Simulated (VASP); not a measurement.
CoSi3:

```
Si Co
1.0
     0.00000    2.94834    2.94834
     2.94834    0.00000    2.94834
     2.94834    2.94834    0.00000
Si Co
3 1
Direct
  0.25000 0.25000 0.25000
  0.75000 0.75000 0.75000
  0.50000 0.50000 0.50000
  0.00000 0.00000 0.00000
```

Base run:

| Item | Value |
| --- | --- |
| Program | VASP 6.6.1 |
| Functional | PBE |
| Potentials or basis | VASP PAW PBE potentials, release 64 (Si, Co) |
| Cutoff | 520 eV |
| k mesh | 12 × 12 × 12 |
| Occupations | gaussian, width 0.1 eV |
| Spin | collinear spin, ferromagnetic start |
| Starting moments | [0.25, 0.25, 0.32, 1.99] μB |
| Fixed moment | 3 μB |

Its results: pressure 4.8 GPa; site moments Si +0.17, +0.20; Co +1.79 μB.

Problem. After a change of settings the same cell gave: pressure 1.3 GPa; site moments Si +0.08, +0.12; Co +1.33 μB. Which change was it?
A. fixed moment from 3 μB to 2.25 μB; moments at the start from [0.25, 0.25, 0.32, 1.99] to [0.16, 0.16, 0.23, 1.68]
B. fixed moment from 3 μB to 1.88 μB; moments at the start from [0.25, 0.25, 0.32, 1.99] to [0.12, 0.12, 0.18, 1.49]
C. fixed moment from 3 μB to 2.62 μB; moments at the start from [0.25, 0.25, 0.32, 1.99] to [0.2, 0.2, 0.28, 1.84]

Solution. B.

Caveats: the total moment is fixed, so each spin has its own Fermi level.
